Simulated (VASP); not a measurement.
# Pd (Fm-3m) in VASP: notebook

Pd is run at these levels: LDA; tasks: single point.

Everything below comes from runs of VASP 6.6.1. Logs are shortened: lines on timing, memory, paths and dates and some standing lists are left out, and cuts for length are marked.

## 1. The cell of the first run

Symmetry: Fm-3m, No. 225, cubic system. The conventional cell has a = 3.624 Å, b = 3.624 Å, c = 3.624 Å, α = 90.00°, β = 90.00°, γ = 90.00°. Within 3.4 Å of Pd (site symmetry m-3m) lie 12 Pd at 2.56 Å.

## 2. Single point, LDA (volume scaled by 0.84)

INCAR

```
SYSTEM = Pd
PREC = Accurate ; ENCUT = 520
EDIFF = 1E-6 ; ISMEAR = -1
SIGMA = 0.1 ; LREAL = .False.
LASPH = .True. ; NELM = 60
ALGO = Normal ; ISIF = 2
LWAVE = .False. ; LCHARG = .False.
GGA = CA ; NBANDS = 11
```

KPOINTS

```
Automatic mesh
0
Gamma
  17 17 17
  0 0 0
```

POSCAR

```
Pd
1.0
    0.0000000000      1.8122309754      1.8122309754
    1.8122309754      0.0000000000      1.8122309754
    1.8122309754      1.8122309754      0.0000000000
Pd
1
Direct
    0.0000000000      0.0000000000      0.0000000000
```

Potentials or basis: VASP PAW LDA potentials, release 64 (Pd).

Command:

```bash
$ cat potpaw_LDA.64/Pd/POTCAR > POTCAR
$ mpirun -np 1 vasp_std > vasp.out
```

OUTCAR:

```text
SYSTEM = Pd
   PREC = Accurate
   ENCUT = 520
   EDIFF = 1E-6
   ISMEAR = -1
   LREAL = .False.
   LASPH = .True.
   NELM = 60
   ISIF = 2
   GGA = CA

 ion  position               nearest neighbor table
   1  0.000  0.000  0.000-

  LATTYP: Found a face centered cubic cell.
 ALAT       =     3.6244619508

  Lattice vectors:

 A1 = (   0.0000000000,   1.8122309754,   1.8122309754)
 A2 = (   1.8122309754,   0.0000000000,   1.8122309754)
 A3 = (   1.8122309754,   1.8122309754,   0.0000000000)

Analysis of symmetry for initial positions (statically):
=====================================================================
 Subroutine PRICEL returns:
 Original cell was already a primitive cell.

 Routine SETGRP: Setting up the symmetry group for a
 face centered cubic supercell.

 Subroutine GETGRP returns: Found 48 space group operations
 (whereof 48 operations were pure point group operations)
 out of a pool of 48 trial point group operations.

The static configuration has the point symmetry O_h .

Analysis of symmetry for dynamics (positions and initial velocities):
=====================================================================
 Subroutine PRICEL returns:
 Original cell was already a primitive cell.

 Routine SETGRP: Setting up the symmetry group for a
 face centered cubic supercell.

 Subroutine GETGRP returns: Found 48 space group operations
 (whereof 48 operations were pure point group operations)
 out of a pool of 48 trial point group operations.

The dynamic configuration has the point symmetry O_h .

 Subroutine INISYM returns: Found 48 space group operations
 (whereof 48 operations are pure point group operations),
 and found     1 'primitive' translations

----------------------------------------------------------------------------------------

                                     Primitive cell

  volume of cell :      11.9034

  direct lattice vectors                    reciprocal lattice vectors
     0.000000000  1.812230975  1.812230975    -0.275903021  0.275903021  0.275903021
     1.812230975  0.000000000  1.812230975     0.275903021 -0.275903021  0.275903021
     1.812230975  1.812230975  0.000000000     0.275903021  0.275903021 -0.275903021

  length of vectors
     2.562881624  2.562881624  2.562881624     0.477878050  0.477878050  0.477878050

  position of ions in fractional coordinates (direct lattice)
     0.000000000  0.000000000  0.000000000

  ion indices of the primitive-cell ions
   primitive index   ion index
                 1           1

----------------------------------------------------------------------------------------

 KPOINTS: Automatic mesh

Automatic generation of k-mesh.
 Grid dimensions read from file:
 generate k-points for:   17   17   17

 Generating k-lattice:

  Cartesian coordinates                     Fractional coordinates (reciprocal lattice)
    -0.016229589  0.016229589  0.016229589     0.058823529  0.000000000  0.000000000
     0.016229589 -0.016229589  0.016229589     0.000000000  0.058823529  0.000000000
     0.016229589  0.016229589 -0.016229589     0.000000000  0.000000000  0.058823529

  Length of vectors
     0.028110474  0.028110474  0.028110474

  Shift w.r.t. Gamma in fractional coordinates (k-lattice)
     0.000000000  0.000000000  0.000000000

 Subroutine IBZKPT returns following result:
 ===========================================

 Found    165 irreducible k-points:

 Following reciprocal coordinates:
            Coordinates               Weight
  0.000000  0.000000  0.000000      1.000000
  0.058824  0.000000  0.000000      8.000000
  0.117647  0.000000  0.000000      8.000000
  0.176471  0.000000  0.000000      8.000000
  0.235294  0.000000  0.000000      8.000000
  0.294118  0.000000  0.000000      8.000000
[... 16 lines left out ...]
 -0.176471  0.058824  0.000000     24.000000
 -0.117647  0.058824  0.000000     24.000000
 [... further k-points ...]
   k-points           NKPTS =    165   k-points in BZ     NKDIM =    165   number of bands    NBANDS=     11
   number of dos      NEDOS =    301   number of ions     NIONS =      1
   total plane-waves  NPLWV =   8000
   dimension x,y,z NGX =    20 NGY =   20 NGZ =   20
   dimension x,y,z NGXF=    40 NGYF=   40 NGZF=   40
   ions per type =               1
   NGX,Y,Z   is equivalent  to a cutoff of  12.97, 12.97, 12.97 a.u.
   NGXF,Y,Z  is equivalent  to a cutoff of  25.95, 25.95, 25.95 a.u.
 SYSTEM =  Pd
   PREC   = accura    normal or accurate (medium, high low for compatibility)
   ISTART =      0    job   : 0-new  1-cont  2-samecut
   ICHARG =      2    charge: 1-file 2-atom 10-const
   ISPIN  =      1    spin polarized calculation?
   LNONCOLLINEAR =      F non collinear calculations
   LSORBIT =      F    spin-orbit coupling
   LASPH  =      T    aspherical Exc in radial PAW
   ENCUT  =  520.0 eV  38.22 Ry    6.18 a.u.   4.77  4.77  4.77*2*pi/ulx,y,z
   NELM   =     60;   NELMIN=  2; NELMDL= -5     # of ELM steps
   EDIFF  = 0.1E-05   stopping-criterion for ELM
   LREAL  =      F    real-space projection
   EDIFFG = 0.1E-04   stopping-criterion for IOM
   NSW    =      0    number of steps for IOM
   IBRION =     -1    ionic relax: 0-MD 1-quasi-New 2-CG
   NFREE  =      0    steps in history (QN), initial steepest desc. (CG)
   ISIF   =      2    stress and relaxation
   ISYM   =      2    0-nonsym 1-usesym 2-fastsym
   POTIM  = 0.5000    time-step for ionic-motion
   TEBEG  =    0.0;   TEEND  =   0.0 temperature during run
   PSTRESS=    0.0 pullay stress
   NELECT =      10.0000    total number of electrons
   NUPDOWN=      -1.0000    fix difference up-down
   EMIN   =  10.00;   EMAX   =-10.00  energy-range for DOS
   EFERMI =   0.00;   METHOD = LEGACY
   ISMEAR =    -1;   SIGMA  =   0.10  broadening in eV -4-tet -1-fermi 0-gaus
   EFERMI_NEDOS =   21; number of points for ismear=-14 and -15
   IALGO  =     38    algorithm
   IMIX   =      4    mixing-type and parameters
     AMIX     =   0.40;   BMIX     =  1.00
     AMIX_MAG =   1.60;   BMIX_MAG =  1.00
  volume/ion in A,a.u.               =      11.90        80.33
  Fermi-wavevector in a.u.,A,eV,Ry     =   1.544725  2.919108 32.465902  2.386177
  Thomas-Fermi vector in A             =   2.650205
   LORBIT       =      0    0 simple, 1 ext, 2 COOP (PROOUT), +10 PAW based schemes
   GGA     = CA    functional components
   LHFCALC =     F    Hartree Fock is set to
   AEXX    =    0.0000 exact exchange contribution
   IVDW    =     0    specifies the selected vdW correction
   LEPSILON=     F    determine dielectric tensor
   LRPA    =     F    only Hartree local field effects (RPA)
 non-spin polarized calculation
  energy-cutoff  :      520.00
  volume of cell :       11.90
 maximum number of plane-waves:       332
   NGX =  9   NGY =  9   NGZ =  9

 number of electron      10.0000001 magnetization

 Free energy of the ion-electron system (eV)
  ---------------------------------------------------
  ext. energy  EPLUGINS =         0.00000000
  ---------------------------------------------------
  free energy    TOTEN  =        -6.15147652 eV

  energy without entropy =       -6.09914723  energy(sigma->0) =       -6.12531188

 E-fermi :  13.7748     XC(G=0): -14.8679

 val. band max:       13.7745086270   @ k =  -0.1765   0.1765   0.0000
 cond. band min:      13.7818427704   @ k =  -0.4118   0.3529   0.0588
 fundamental gap:      0.0073341434
 Fermi energy:        13.7747604795

 k-point     1 :       0.0000    0.0000    0.0000
  band No.  band energies     occupation
      1       4.7211      2.00000
      2       9.7150      2.00000
      3       9.7150      2.00000
      4       9.7150      2.00000
      5      12.0388      2.00000
      6      12.0388      2.00000
      7      30.6831      0.00000
      8      36.6903      0.00000
      9      36.6903      0.00000
     10      36.6903      0.00000
     11      38.6146      0.00000

 k-point     2 :       0.0588    0.0000    0.0000
  band No.  band energies     occupation
      1       4.8747      2.00000
      2       9.6476      2.00000
      3       9.7756      2.00000
      4       9.7756      2.00000
      5      12.0046      2.00000
      6      12.0046      2.00000
      7      30.9095      0.00000
      8      35.8525      0.00000
      9      36.9182      0.00000
     10      36.9182      0.00000
     11      38.6264      0.00000

 k-point     3 :       0.1176    0.0000    0.0000
  band No.  band energies     occupation
      1       5.3107      2.00000
      2       9.4867      2.00000
      3       9.9310      2.00000
      4       9.9310      2.00000
      5      11.9347      2.00000
      6      11.9347      2.00000
      7      31.5073      0.00000
      8      34.1570      0.00000
      9      37.5777      0.00000
     10      37.5777      0.00000
     11      38.6336      0.00000

 k-point     4 :       0.1765    0.0000    0.0000
  band No.  band energies     occupation
      1       5.9305      2.00000
      2       9.3670      2.00000
      3      10.0921      2.00000
      4      10.0921      2.00000
      5      11.9317      2.00000
      6      11.9317      2.00000
      7      32.0944      0.00000
      8      32.4052      0.00000
      9      38.5920      0.00000
     10      38.5920      0.00000
     11      38.6305      0.00000
[... 239 lines left out ...]
 k-point    22 :      -0.2353    0.0588    0.0000
  band No.  band energies     occupation
      1       6.7447      2.00000
      2       9.5268      2.00000
      3      10.1443      2.00000
      4      10.1996      2.00000
      5      11.8873      2.00000
      6      12.7372      1.99994
      7      29.8272      0.00000
      8      32.5522      0.00000
      9      38.3763      0.00000
     10      38.6421      0.00000
     11      40.2352      0.00000

 k-point    23 :      -0.1765    0.0588    0.0000
  band No.  band energies     occupation
      1       6.2692      2.00000
      2       9.2343      2.00000
      3      10.1846      2.00000
      4      10.2041      2.00000
      5      11.6448      2.00000
      6      12.3221      2.00000
      7      31.6904      0.00000
      8      32.5592      0.00000
      9      37.7698      0.00000
     10      38.6222      0.00000
     11      39.8372      0.00000

 k-point    24 :      -0.1176    0.0588    0.0000
  band No.  band energies     occupation
      1       5.6321      2.00000
      2       9.3278      2.00000
      3      10.0383      2.00000
      4      10.0858      2.00000
      5      11.6881      2.00000
      6      12.1248      2.00000
      7      31.9152      0.00000
      8      33.5037      0.00000
      9      37.0832      0.00000
     10      38.5312      0.00000
     11      38.6324      0.00000

 [... further k-points ...]

------------------------ aborting loop because EDIFF is reached ----------------------------------------

  FORCE on cell =-STRESS in cart. coord.  units (eV):
  Direction    XX          YY          ZZ          XY          YZ          ZX
  --------------------------------------------------------------------------------------
  -------------------------------------------------------------------------------------
  Total        4.6869009      4.6869009      4.6869009     -0.0000000     -0.0000000     -0.0000000
  in kB      630.8494278    630.8494278    630.8494278     -0.0000000     -0.0000000     -0.0000000
  external PRESSURE =     630.8494278 kB  Pullay stress =       0.0000000 kB

 VOLUME and BASIS-vectors are now :
 -----------------------------------------------------------------------------
  energy-cutoff  :      520.00
  volume of cell :       11.90
      direct lattice vectors                 reciprocal lattice vectors
     0.000000000  1.812230975  1.812230975    -0.275903021  0.275903021  0.275903021
     1.812230975  0.000000000  1.812230975     0.275903021 -0.275903021  0.275903021
     1.812230975  1.812230975  0.000000000     0.275903021  0.275903021 -0.275903021

 POSITION                                       TOTAL-FORCE (eV/Angst)
 -----------------------------------------------------------------------------------
      0.00000      0.00000      0.00000        -0.000000      0.000000     -0.000000
 -----------------------------------------------------------------------------------
    total drift:                                0.000000      0.000000      0.000000

  FREE ENERGIE OF THE ION-ELECTRON SYSTEM (eV)
  ---------------------------------------------------
  free  energy   TOTEN  =        -6.1514765184 eV

  energy  without entropy=       -6.0991472322  energy(sigma->0) =       -6.12531188
```

Run time: 10 s. Hardware: 1 thread of Intel Xeon 6975P-C (Granite Rapids), shared host; peak memory 0.13 GiB.

What came out:

* Free energy: -6.1515 eV
* Pressure: 63.1 GPa
* Band gap on the k mesh: zero (band 5 reaches 14.18 eV, above the bottom of band 6 at 11.93 eV)

Levels at points of the mesh, in eV from the Fermi level:
| k point | band 2 | band 3 | band 4 | band 5 | band 6 | band 7 | band 8 | band 9 |
| --- | --- | --- | --- | --- | --- | --- | --- | --- |
| (0.00, 0.00, 0.00) | -4.06 | -4.06 | -4.06 | -1.74 | -1.74 | 16.91 | 22.92 | 22.92 |

Caveat: the cell differs from its parent crystal (volume scaled by 0.84).

## 3. Single point, LDA (volume scaled by 0.92)

INCAR

```
SYSTEM = Pd
  ALGO = Normal
  EDIFF = 1E-7
  ENCUT = 520
  GGA = CA
  ISIF = 2
  ISMEAR = -1
  LASPH = .TRUE.
  LCHARG = .TRUE.
  LELF = .TRUE.
  LREAL = .FALSE.
  LVHAR = .TRUE.
  LWAVE = .FALSE.
  NBANDS = 11
  NELM = 80
  PREC = Accurate
  SIGMA = 0.1
```

KPOINTS

```
k-points
0
G
  17 17 17
  0 0 0
```

POSCAR

```
Pd
1.0
    0.0000000000      1.8680266297      1.8680266297
    1.8680266297      0.0000000000      1.8680266297
    1.8680266297      1.8680266297      0.0000000000
Pd
1
Direct
    0.0000000000      0.0000000000      0.0000000000
```

Potentials or basis: VASP PAW LDA potentials, release 64 (Pd).

Command:

```bash
$ cat potpaw_LDA.64/Pd/POTCAR > POTCAR
$ mpirun -np 1 vasp_std > vasp.out
```

It took 9.7 s on 1 thread of Intel Xeon 6975P-C (Granite Rapids), shared host; peak memory 0.13 GiB.

Results (log left out):

- Free energy: -6.4481 eV
- Pressure: 23.9 GPa
- Band gap on the k mesh: zero (band 5 reaches 12.21 eV, above the bottom of band 6 at 10.29 eV)

Levels at points of the mesh, in eV from the Fermi level:
| k point | band 1 | band 2 | band 3 | band 4 | band 5 | band 6 | band 7 | band 8 | band 9 | band 10 |
| --- | --- | --- | --- | --- | --- | --- | --- | --- | --- | --- |
| (0.00, 0.00, 0.00) | -8.26 | -3.51 | -3.51 | -3.51 | -1.51 | -1.51 | 17.07 | 22.52 | 22.52 | 22.52 |

Caveat: the cell differs from its parent crystal (volume scaled by 0.92).

## 4. Single point, LDA (volume scaled by 0.92)

INCAR

```
ALGO     = Normal         # electronic algorithm
EDIFF    = 1E-6           # SCF threshold, eV
ENCUT    = 520            # plane-wave cutoff, eV
GGA      = CA             # functional
ISIF     = 2              # what is computed and relaxed
ISMEAR   = -1             # smearing method
LASPH    = True           # aspherical terms in the spheres
LCHARG   = False          # write CHGCAR
LREAL    = False          # projectors in reciprocal space
LWAVE    = False          # write WAVECAR
NBANDS   = 11             # bands
NELM     = 60             # most SCF steps
PREC     = Accurate       # precision mode
SIGMA    = 0.1            # smearing width, eV
```

KPOINTS

```
k-points
0
Gamma
  17 17 17
```

POSCAR is that of step 3.

Command:

```bash
$ cat potpaw_LDA.64/Pd/POTCAR > POTCAR
$ mpirun -np 1 vasp_std > vasp.out
```

Run time: 9.5 s. Hardware: 1 thread of Intel Xeon 6975P-C (Granite Rapids), shared host; peak memory 0.13 GiB.

The run converged. Its results:

| Item | Value |
| --- | --- |
| Free energy | -6.4481 eV |
| Pressure | 23.9 GPa |
| Band gap on the k mesh | zero (band 5 reaches 12.21 eV, above the bottom of band 6 at 10.29 eV) |

Levels at points of the mesh, in eV from the Fermi level:
```
           k point  band 2  band 3  band 4  band 5  band 6  band 7  band 8  band 9
(0.00, 0.00, 0.00)   -3.51   -3.51   -3.51   -1.51   -1.51   17.07   22.52   22.52
```

Caveat: the cell differs from its parent crystal (volume scaled by 0.92).

## 5. Single point, LDA

This run uses another cell than the first one, of 14.17 Å³/atom, 1.190 times its volume.

INCAR

```
  PREC = Accurate
  ENCUT = 520
  EDIFF = 1E-7
  ISMEAR = -1
  SIGMA = 0.1
  LREAL = False
  LASPH = True
  NELM = 80
  ALGO = Normal
  ISIF = 2
  LWAVE = False
  LCHARG = True
  LELF = True
  LVHAR = True
  NBANDS = 11
```

KPOINTS

```
Automatic mesh
0
Gamma
  17 17 17
```

POSCAR

```
Pd
1.0
    0.0000000000      1.9206745742      1.9206745742
    1.9206745742      0.0000000000      1.9206745742
    1.9206745742      1.9206745742      0.0000000000
Pd
1
Direct
    0.0000000000      0.0000000000      0.0000000000
```

Command:

```bash
$ cat potpaw_LDA.64/Pd/POTCAR > POTCAR
$ mpirun -np 1 vasp_std > vasp.out
```

Wall time 11 s (1 thread of Intel Xeon 6975P-C (Granite Rapids), shared host); peak memory 0.14 GiB.

The run converged. Its results:

```yaml
Free_energy: -6.5272 eV
Pressure: 0.3 GPa
Band_gap_on_the_k_mesh: zero (band 5 reaches 10.58 eV, above the bottom of band 6 at 8.91 eV)
```

Levels at points of the mesh, in eV from the Fermi level:
```tsv
k point	band 3	band 4	band 5	band 6	band 7	band 8
(0.00, 0.00, 0.00)	-3.08	-3.08	-1.32	-1.32	17.13	22.08
```

## 6. Single point, LDA

This run uses another cell than the first one, of 14.17 Å³/atom, 1.190 times its volume.

INCAR

```
PREC     = Accurate       # precision mode
ENCUT    = 520            # plane-wave cutoff, eV
EDIFF    = 1E-6           # SCF threshold, eV
ISMEAR   = -1             # smearing method
SIGMA    = 0.1            # smearing width, eV
LREAL    = F              # projectors in reciprocal space
LASPH    = T              # aspherical terms in the spheres
NELM     = 80             # most SCF steps
ALGO     = Normal         # electronic algorithm
ISIF     = 2              # what is computed and relaxed
LWAVE    = F              # write WAVECAR
LCHARG   = F              # write CHGCAR
GGA      = CA             # functional
NBANDS   = 11             # bands
```

KPOINTS

```
regular mesh
0
Gamma
  17 17 17
```

POSCAR is that of step 5.

Potentials or basis: VASP PAW LDA potentials, release 64 (Pd).

Command:

```bash
$ cat potpaw_LDA.64/Pd/POTCAR > POTCAR
$ mpirun -np 1 vasp_std > vasp.out
```

It took 10 s on 1 thread of Intel Xeon 6975P-C (Granite Rapids), shared host; peak memory 0.13 GiB.

Results (log left out):

```yaml
Free_energy: -6.5272 eV
Pressure: 0.3 GPa
Band_gap_on_the_k_mesh: zero (band 5 reaches 10.58 eV, above the bottom of band 6 at 8.91 eV)
```

Levels at points of the mesh, in eV from the Fermi level:
```csv
k point,band 2,band 3,band 4,band 5,band 6,band 7,band 8,band 9
"(0.00, 0.00, 0.00)",-3.08,-3.08,-3.08,-1.32,-1.32,17.13,22.08,22.08
```

## 7. Summary

```csv
cell,gap on the mesh (eV),pressure (GPa)
"a = 2.563 Å, angles 60.0°, 1 atom",none,63.1
"a = 2.642 Å, angles 60.0°, 1 atom",none,23.9
"a = 2.716 Å, angles 60.0°, 1 atom",none,0.3
```

Alike in all rows: task single point; level LDA; potentials or basis VASP PAW LDA potentials, release 64 (Pd); no spin polarisation; k mesh 17 × 17 × 17; cutoff (eV) 520; smearing fermi-dirac 0.1 eV.

Total energies depend on the potentials used, so only differences within one code and one set of settings carry meaning.
